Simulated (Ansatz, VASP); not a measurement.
One calculation of Al2Cu, two programs

```
Al Cu
1.0
    -2.84670    2.84670    2.46210
     2.84670   -2.84670    2.46210
     2.84670    2.84670   -2.46210
Al Cu
4 2
Direct
  0.15932 0.65932 0.81864
  0.65932 0.84068 0.50000
  0.84068 0.34068 0.18136
  0.34068 0.15932 0.50000
  0.75000 0.75000 0.00000
  0.25000 0.25000 0.00000
```

Alike in both runs: task single point; functional PBEsol; k mesh 10 × 10 × 10; occupations gaussian, width 0.15 eV; no spin polarisation.

|  | VASP | Ansatz |
| --- | --- | --- |
| version | VASP 6.6.1 | Ansatz 0.2.0 |
| potentials or method | VASP PAW PBE potentials, release 64 (Al, Cu), cutoff 520 eV | scalar-relativistic, plane waves, PAW |
| valence electrons in the cell | 34 | 50 |

|  | VASP | Ansatz | Ansatz less VASP |
| --- | --- | --- | --- |
| gap on the k mesh at the Fermi level (eV) | none | none | - |
| pressure (GPa) | 11.5 | 11.4 | -0.05 |
| traceless stress, the component that is largest in VASP (GPa) | -7.22 | -7.30 | -0.080 |
| rms of the force components (eV/Å) | 0.106 | 0.107 | +0.0003 |

VASP's potentials were made for PBE, not for PBEsol, and Ansatz warns of the same on its side. Atom by atom the forces differ by 0.000 eV/Å (rms over components). A gap of «none» marks a metal or a gap that the smearing closes. With one functional, cell and mesh, what is left measures potentials, basis and numerics. VASP's potentials hold 34 valence electrons a cell and Ansatz's 50, so a difference there can come from the potentials and not from the codes.
